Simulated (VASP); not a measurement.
## Cs: relaxation of cell and atoms with PBEsol

The system is Cs.

```
CELL_PARAMETERS angstrom
-3.03350 3.03350 3.03350
3.03350 -3.03350 3.03350
3.03350 3.03350 -3.03350
ATOMIC_POSITIONS crystal
Cs 0.00000 0.00000 0.00000
```

```
Program                : VASP 6.6.1
Task                   : relaxation of cell and atoms
Functional             : PBEsol
Potentials or basis    : VASP PAW PBE potentials, release 64 (Cs_sv)
Cutoff                 : 500 eV
k mesh                 : 6 × 6 × 6
Occupations            : gaussian, width 0.05 eV
Spin                   : no spin polarisation
Dipole correction      : no
Further INCAR settings : ALGO = Normal; EDIFF = 1e-07; IBRION = 2; EDIFFG = -0.03; NSW = 80; ISIF = 3
```

```yaml
Relaxed_volume: 111.09 Å³/atom
Relaxed_cell: a = 5.245 Å, b = 5.245 Å, c = 5.245 Å, α = 109.47°, β = 109.47°, γ = 109.47°
Space_group_after_relaxing_to_0.05_Å: Im-3m (No. 229)
Energy_gained_by_relaxing: 0.2 meV/atom
Ionic_steps: 2
Pressure_after_relaxing: 0.0 GPa
```

The path:
```
step  energy change (eV)  largest force (eV/Å)  pressure (GPa)  volume (Å³)
   1              0.0000                0.0000           -0.05       111.66
   2             -0.0002                0.0000           -0.04       111.09
```

Final structure:
```
CELL_PARAMETERS angstrom
-3.02838 3.02838 3.02838
3.02838 -3.02838 3.02838
3.02838 3.02838 -3.02838
ATOMIC_POSITIONS crystal
Cs 0.00000 0.00000 0.00000
```

Levels at points of the mesh, in eV from the Fermi level:
| k point | band 2 | band 3 | band 4 | band 5 | band 6 | band 7 |
| --- | --- | --- | --- | --- | --- | --- |
| (0.00, 0.00, 0.00) | -10.55 | -10.55 | -10.55 | -1.73 | 2.51 | 2.51 |
| (0.50, 0.00, 0.00) | -10.71 | -10.60 | -10.55 | 0.01 | 0.90 | 1.63 |
| (0.50, 0.50, 0.50) | -10.66 | -10.66 | -10.66 | 0.62 | 0.62 | 3.08 |

It took 30 s on 1 thread of AMD EPYC 7R43 64-Core Processor (Zen 3), on a shared host, peak memory 0.19 GiB.

Caveat: the PAW data sets were made with another functional, which shifts forces and pressure a little; spin-orbit coupling is left out, which moves the levels of the heavy elements.
